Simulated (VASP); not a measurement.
# CoO (R-3m) in VASP: further runs

CoO is run at these levels: PBE+D3(BJ), LDA; tasks: single point.

All numbers are computed with VASP 6.6.1; they aren't measurements. Logs are shortened: lines on timing, memory, paths and dates and some standing lists are left out, and cuts for length are marked.

## 1. The cell of the first run

The structure is trigonal, space group R-3m (No. 166). Conventional cell: a = 3.011 Å, b = 3.011 Å, c = 7.320 Å, α = 90.00°, β = 90.00°, γ = 120.00°. Co (site symmetry -3m) has 6 O at 2.12 Å within 2.8 Å. O (site symmetry -3m) has 6 Co at 2.12 Å within 2.8 Å.

## 2. Single point, PBE+D3(BJ), collinear spin, ferromagnetic start

File INCAR:

```
  PREC = Accurate
  ENCUT = 520
  EDIFF = 1E-6
  ISMEAR = 0
  SIGMA = 0.02
  LREAL = F
  LASPH = T
  NELM = 150
  ALGO = Normal
  ISIF = 2
  LWAVE = F
  LCHARG = F
  ISPIN = 2
  MAGMOM = 2 0
  LORBIT = 11
  LMAXMIX = 4
  GGA = PE
  IVDW = 12
  NBANDS = 18
```

File KPOINTS:

```
regular mesh
0
Gamma
  11 11 11
```

File POSCAR:

```
CoO
1.0
    1.5054695445      0.8691832468      2.4399269062
   -1.5054695445      0.8691832468      2.4399269062
    0.0000000000     -1.7383664936      2.4399269062
Co O
1 1
Direct
    0.0000000000      0.0000000000      0.0000000000
    0.5000000000      0.5000000000      0.5000000000
```

Potentials or basis: VASP PAW PBE potentials, release 64 (Co, O).

Launch:

```
$ cat potpaw_PBE.64/Co/POTCAR potpaw_PBE.64/O/POTCAR > POTCAR
$ mpirun -np 1 vasp_std > vasp.out
```

OUTCAR:

```text
PREC = Accurate
   ENCUT = 520
   EDIFF = 1E-6
   ISMEAR = 0
   LREAL = F
   LASPH = T
   NELM = 150
   ISIF = 2
   ISPIN = 2
   LORBIT = 11
   GGA = PE
   IVDW = 12
 IVDW          = 12

 ion  position               nearest neighbor table
   1  0.000  0.000  0.000-   2 2.12   2 2.12   2 2.12   2 2.12   2 2.12   2 2.12
   2  0.500  0.500  0.500-   1 2.12   1 2.12   1 2.12   1 2.12   1 2.12   1 2.12

  LATTYP: Found a trigonal (rhomboedric) cell.
 ALAT       =     2.9958573687
 COS(alpha) =     0.4949531368

  Lattice vectors:

 A1 = (   1.5054695445,   0.8691832468,   2.4399269062)
 A2 = (  -1.5054695445,   0.8691832468,   2.4399269062)
 A3 = (   0.0000000000,  -1.7383664936,   2.4399269062)

Analysis of symmetry for initial positions (statically):
=====================================================================
 Subroutine PRICEL returns:
 Original cell was already a primitive cell.

 Routine SETGRP: Setting up the symmetry group for a
 trigonal (rhombohedral) supercell.

 Subroutine GETGRP returns: Found 12 space group operations
 (whereof 12 operations were pure point group operations)
 out of a pool of 12 trial point group operations.

The static configuration has the point symmetry D_3d.

Analysis of symmetry for dynamics (positions and initial velocities):
=====================================================================
 Subroutine PRICEL returns:
 Original cell was already a primitive cell.

 Routine SETGRP: Setting up the symmetry group for a
 trigonal (rhombohedral) supercell.

 Subroutine GETGRP returns: Found 12 space group operations
 (whereof 12 operations were pure point group operations)
 out of a pool of 12 trial point group operations.

The dynamic configuration has the point symmetry D_3d.

Analysis of structural, dynamic, and magnetic symmetry:
=====================================================================
 Subroutine PRICEL returns:
 Original cell was already a primitive cell.

 Routine SETGRP: Setting up the symmetry group for a
 trigonal (rhombohedral) supercell.

 Subroutine GETGRP returns: Found 12 space group operations
 (whereof 12 operations were pure point group operations)
 out of a pool of 12 trial point group operations.

The overall configuration has the point symmetry D_3d.

 Subroutine INISYM returns: Found 12 space group operations
 (whereof 12 operations are pure point group operations),
 and found     1 'primitive' translations

----------------------------------------------------------------------------------------

                                     Primitive cell

  volume of cell :      19.1563

  direct lattice vectors                    reciprocal lattice vectors
     1.505469544  0.869183247  2.439926906     0.332122295  0.191750896  0.136616114
    -1.505469544  0.869183247  2.439926906    -0.332122295  0.191750896  0.136616114
     0.000000000 -1.738366494  2.439926906     0.000000000 -0.383501793  0.136616114

  length of vectors
     2.995857369  2.995857369  2.995857369     0.407108816  0.407108816  0.407108816

  position of ions in fractional coordinates (direct lattice)
     0.000000000  0.000000000  0.000000000
     0.500000000  0.500000000  0.500000000

  ion indices of the primitive-cell ions
   primitive index   ion index
                 1           1
                 2           2

----------------------------------------------------------------------------------------

 KPOINTS: regular mesh

Automatic generation of k-mesh.
 Grid dimensions read from file:
 generate k-points for:   11   11   11

 Generating k-lattice:

  Cartesian coordinates                     Fractional coordinates (reciprocal lattice)
     0.030192936  0.017431900  0.012419647     0.090909091  0.000000000  0.000000000
    -0.030192936  0.017431900  0.012419647     0.000000000  0.090909091  0.000000000
     0.000000000 -0.034863799  0.012419647     0.000000000  0.000000000  0.090909091

  Length of vectors
     0.037009892  0.037009892  0.037009892

  Shift w.r.t. Gamma in fractional coordinates (k-lattice)
     0.000000000  0.000000000  0.000000000

 Subroutine IBZKPT returns following result:
 ===========================================

 Found    146 irreducible k-points:

 Following reciprocal coordinates:
            Coordinates               Weight
  0.000000  0.000000  0.000000      1.000000
  0.090909  0.000000  0.000000      6.000000
  0.181818  0.000000  0.000000      6.000000
  0.272727 -0.000000  0.000000      6.000000
  0.363636 -0.000000 -0.000000      6.000000
  0.454545  0.000000 -0.000000      6.000000
[... 16 lines left out ...]
 -0.272727  0.181818  0.000000     12.000000
 -0.181818  0.181818  0.000000      6.000000
 [... further k-points ...]
   k-points           NKPTS =    146   k-points in BZ     NKDIM =    146   number of bands    NBANDS=     18
   number of dos      NEDOS =    301   number of ions     NIONS =      2
   total plane-waves  NPLWV =  13824
   dimension x,y,z NGX =    24 NGY =   24 NGZ =   24
   dimension x,y,z NGXF=    48 NGYF=   48 NGZF=   48
   ions per type =               1   1
   NGX,Y,Z   is equivalent  to a cutoff of  13.32, 13.32, 13.32 a.u.
   NGXF,Y,Z  is equivalent  to a cutoff of  26.64, 26.64, 26.64 a.u.
 SYSTEM =  unknown system
   PREC   = accura    normal or accurate (medium, high low for compatibility)
   ISTART =      0    job   : 0-new  1-cont  2-samecut
   ICHARG =      2    charge: 1-file 2-atom 10-const
   ISPIN  =      2    spin polarized calculation?
   LNONCOLLINEAR =      F non collinear calculations
   LSORBIT =      F    spin-orbit coupling
   LASPH  =      T    aspherical Exc in radial PAW
   ENCUT  =  520.0 eV  38.22 Ry    6.18 a.u.   5.57  5.57  5.57*2*pi/ulx,y,z
   NELM   =    150;   NELMIN=  2; NELMDL= -5     # of ELM steps
   EDIFF  = 0.1E-05   stopping-criterion for ELM
   LREAL  =      F    real-space projection
   EDIFFG = 0.1E-04   stopping-criterion for IOM
   NSW    =      0    number of steps for IOM
   IBRION =     -1    ionic relax: 0-MD 1-quasi-New 2-CG
   NFREE  =      0    steps in history (QN), initial steepest desc. (CG)
   ISIF   =      2    stress and relaxation
   ISYM   =      2    0-nonsym 1-usesym 2-fastsym
   POTIM  = 0.5000    time-step for ionic-motion
   TEBEG  =    0.0;   TEEND  =   0.0 temperature during run
   PSTRESS=    0.0 pullay stress
   NELECT =      15.0000    total number of electrons
   NUPDOWN=      -1.0000    fix difference up-down
   EMIN   =  10.00;   EMAX   =-10.00  energy-range for DOS
   EFERMI =   0.00;   METHOD = LEGACY
   ISMEAR =     0;   SIGMA  =   0.02  broadening in eV -4-tet -1-fermi 0-gaus
   EFERMI_NEDOS =   21; number of points for ismear=-14 and -15
   IALGO  =     38    algorithm
   IMIX   =      4    mixing-type and parameters
     AMIX     =   0.40;   BMIX     =  1.00
     AMIX_MAG =   1.60;   BMIX_MAG =  1.00
  volume/ion in A,a.u.               =       9.58        64.64
  Fermi-wavevector in a.u.,A,eV,Ry     =   1.508927  2.851458 30.978555  2.276860
  Thomas-Fermi vector in A             =   2.619316
   LORBIT       =     11    0 simple, 1 ext, 2 COOP (PROOUT), +10 PAW based schemes
   GGA     = PE    functional components
   LHFCALC =     F    Hartree Fock is set to
   AEXX    =    0.0000 exact exchange contribution
   IVDW    =    12    specifies the selected vdW correction
   LEPSILON=     F    determine dielectric tensor
   LRPA    =     F    only Hartree local field effects (RPA)
 spin polarized calculation
 Gauss-broadening in eV      SIGMA  =   0.02
  energy-cutoff  :      520.00
  volume of cell :       19.16
 maximum number of plane-waves:       532
   NGX = 11   NGY = 11   NGZ = 11

 number of electron      15.0000005 magnetization       2.8859677

 Free energy of the ion-electron system (eV)
  ---------------------------------------------------
  ext. energy  EPLUGINS =         0.00000000
  ---------------------------------------------------
  free energy    TOTEN  =       -13.04774911 eV

  energy without entropy =      -13.04689334  energy(sigma->0) =      -13.04732123

 E-fermi :   8.0436     XC(G=0): -12.4588

 val. band max:        8.0417128514   @ k =  -0.2727  -0.4545   0.0909
 cond. band min:       8.0447929960   @ k =   0.4545   0.2727   0.2727
 fundamental gap:      0.0030801446
 Fermi energy:         8.0436377074

 spin component 1

 k-point     1 :       0.0000    0.0000    0.0000
  band No.  band energies     occupation
      1     -12.2439      1.00000
      2       4.7706      1.00000
      3       4.7706      1.00000
      4       4.8559      1.00000
      5       4.8559      1.00000
      6       4.9055      1.00000
[... 10 lines left out ...]
     17      29.7501      0.00000
     18      33.0782      0.00000
[... 463 lines left out ...]
 k-point    24 :      -0.1818    0.1818    0.0000
  band No.  band energies     occupation
      1     -11.4961      1.00000
      2       1.3491      1.00000
      3       2.4287      1.00000
      4       3.0144      1.00000
      5       5.3068      1.00000
      6       5.3220      1.00000
[... 10 lines left out ...]
     17      35.8584      0.00000
     18      37.6557      0.00000

 [... further k-points ...]

 spin component 2

 k-point     1 :       0.0000    0.0000    0.0000
  band No.  band energies     occupation
      1     -11.7488      1.00000
      2       5.4076      1.00000
      3       5.4076      1.00000
      4       5.4612      1.00000
      5       6.9105      1.00000
      6       6.9105      1.00000
[... 10 lines left out ...]
     17      30.7054      0.00000
     18      33.8931      0.00000
[... 463 lines left out ...]
 k-point    24 :      -0.1818    0.1818    0.0000
  band No.  band energies     occupation
      1     -10.9771      1.00000
      2       2.0806      1.00000
      3       3.8120      1.00000
      4       3.8520      1.00000
      5       7.3184      1.00000
      6       7.7757      1.00000
[... 10 lines left out ...]
     17      36.4568      0.00000
     18      38.2595      0.00000

 [... further k-points ...]

------------------------ aborting loop because EDIFF is reached ----------------------------------------

 Edisp (eV)   -0.50394

 E8    (eV) :    -0.1936

  FORCE on cell =-STRESS in cart. coord.  units (eV):
  Direction    XX          YY          ZZ          XY          YZ          ZX
  --------------------------------------------------------------------------------------
  -------------------------------------------------------------------------------------
  Total       7.12583     7.12583     7.09394     0.00000    -0.00000     0.00000
  in kB     595.98396   595.98396   593.31671     0.00000    -0.00000     0.00000
  external pressure =      595.09 kB  Pullay stress =        0.00 kB

 VOLUME and BASIS-vectors are now :
 -----------------------------------------------------------------------------
  energy-cutoff  :      520.00
  volume of cell :       19.16
      direct lattice vectors                 reciprocal lattice vectors
     1.505469544  0.869183247  2.439926906     0.332122295  0.191750896  0.136616114
    -1.505469544  0.869183247  2.439926906    -0.332122295  0.191750896  0.136616114
     0.000000000 -1.738366494  2.439926906     0.000000000 -0.383501793  0.136616114

 POSITION                                       TOTAL-FORCE (eV/Angst)
 -----------------------------------------------------------------------------------
      0.00000      0.00000      0.00000         0.000000      0.000000      0.000000
      0.00000      0.00000      3.65989        -0.000000     -0.000000      0.000000
 -----------------------------------------------------------------------------------
    total drift:                               -0.000000      0.000000     -0.000000

  FREE ENERGIE OF THE ION-ELECTRON SYSTEM (eV)
  ---------------------------------------------------
  free  energy   TOTEN  =       -13.5516850628 eV

  energy  without entropy=      -13.5508292904  energy(sigma->0) =      -13.55125718

 total charge

# of ion       s       p       d       tot
------------------------------------------
    1        0.296   0.362   7.151   7.808
    2        1.556   3.427   0.000   4.983
--------------------------------------------------
tot          1.852   3.788   7.151  12.791

 magnetization (x)

# of ion       s       p       d       tot
------------------------------------------
    1        0.021   0.018   2.504   2.543
    2        0.029   0.266   0.000   0.294
--------------------------------------------------
tot          0.050   0.283   2.504   2.837
```

Wall time 62 s (1 thread of Intel Xeon Platinum 8259CL at 2.50GHz (Skylake/Cascade Lake), shared host); peak memory 0.22 GiB.

Results:

```yaml
Free_energy: -13.5517 eV
Pressure: 59.5 GPa
Net_moment: 2.89 μB per cell
Site_moments: Co +2.54; O +0.29 μB
Valence_electrons_inside_the_program's_atomic_spheres: Co 7.81; O 4.98
Dispersion_energy_per_atom: -0.252 eV
```

Stress tensor (GPa, compression positive):
```
59.60  0.00  0.00
 0.00 59.60  0.00
 0.00  0.00 59.33
```

Levels at points of the mesh, in eV from the Fermi level:
Spin up:
```
           k point  band 6  band 7  band 8  band 9  band 10  band 11  band 12  band 13
(0.00, 0.00, 0.00)   -3.14   -3.10   -3.10   -3.03     1.03    16.87    18.12    18.12
```
Spin down:
```
           k point  band 2  band 3  band 4  band 5  band 6  band 7  band 8  band 9  band 10  band 11
(0.00, 0.00, 0.00)   -2.64   -2.64   -2.58   -1.13   -1.13   -1.12    0.04    0.04     1.57    16.78
```

Caveat: a cell with one magnetic atom can't hold antiferromagnetic order, which such compounds often take; semilocal functionals often make such compounds metallic where correlation or magnetic order opens a gap, which also shifts bond lengths; pairwise dispersion overbinds metals, which lowers pressure and volume. With open d or f shells a metallic result of PBE can be an artefact of self-interaction; +U or a hybrid may open a gap.

(Continued in part 2 of 2.)
